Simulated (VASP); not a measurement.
The system is WC.

```xyz
2
Lattice="0.0000 2.1927 2.1927 2.1927 0.0000 2.1927 2.1927 2.1927 0.0000" Properties=species:S:1:pos:R:3 pbc="T T T"
W     0.0000    0.0000    0.0000
C     2.1927    2.1927    2.1927
```

| Item | Value |
| --- | --- |
| Program | VASP 6.6.1 |
| Task | relaxation of cell and atoms |
| Functional | revPBE |
| Dispersion | D4 |
| Potentials or basis | VASP PAW PBE potentials, release 64 (W_sv, C) |
| Cutoff | 600 eV |
| k mesh | 10 × 10 × 10 |
| Occupations | fermi-dirac, width 0.05 eV |
| Spin | no spin polarisation |

At the start: pressure -10.3 GPa; volume 10.54 Å³/atom.

Task: How do energy, volume and symmetry change on relaxing?

Result: Over 3 steps the energy falls by 10.4 meV/atom and the volume is 10.25 Å³/atom (-2.8 %); space group Fm-3m (No. 225, to 0.1 Å) before and after.

Step by step:
```csv
step,energy change (eV),largest force (eV/Å),pressure (GPa),volume (Å³)
1,0.0000,0.0000,-10.35,21.08
2,0.1138,0.0000,32.44,19.07
3,-0.0208,0.0000,-0.15,20.50
```

Final structure:
```xyz
2
Lattice="0.0000 2.1723 2.1723 2.1723 0.0000 2.1723 2.1723 2.1723 0.0000" Properties=species:S:1:pos:R:3 pbc="T T T"
W     0.0000    0.0000    0.0000
C     2.1723    2.1723    2.1723
```

Caveat: the highest band is partly filled, so the run has too few bands; the PAW data sets were made with another functional, which shifts forces and pressure a little.
